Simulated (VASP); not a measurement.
A run of VASP 6.6.1:

INCAR

```
PREC     = Accurate       # precision mode
ENCUT    = 520            # plane-wave cutoff, eV
EDIFF    = 1E-8           # SCF threshold, eV
ISMEAR   = -1             # smearing method
SIGMA    = 0.05           # smearing width, eV
LREAL    = F              # projectors in reciprocal space
LASPH    = T              # aspherical terms in the spheres
NELM     = 120            # most SCF steps
ALGO     = Normal         # electronic algorithm
ISIF     = 2              # what is computed and relaxed
LWAVE    = F              # write WAVECAR
LCHARG   = F              # write CHGCAR
GGA      = PE             # functional
LEFG     = T            
NBANDS   = 11             # bands
GGA_COMPAT= F
```

File KPOINTS:

```
Automatic mesh
0
Gamma
  11 11 11
```

The input POSCAR:

```
Mg2Si
1.0
    0.0000000000      3.1950000000      3.1950000000
    3.1950000000      0.0000000000      3.1950000000
    3.1950000000      3.1950000000      0.0000000000
Mg Si
2 1
Direct
    0.2500000000      0.2500000000      0.2500000000
    0.7500000000      0.7500000000      0.7500000000
    0.0000000000      0.0000000000      0.0000000000
```

Potentials or basis: VASP PAW PBE potentials, release 64 (Mg, Si).

Run with:

```console
$ cat potpaw_PBE.64/Mg/POTCAR potpaw_PBE.64/Si/POTCAR > POTCAR
$ mpirun -np 1 vasp_std > vasp.out
```

Hardware: 1 thread of Intel Xeon 6975P-C, with other jobs on the host.

Question: Estimate the wall time of this run.

Answer: Wall time 57 s on 1 thread of Intel Xeon 6975P-C, on a shared host, peak memory 0.22 GiB. Counts: scf iterations 16, k points 56.
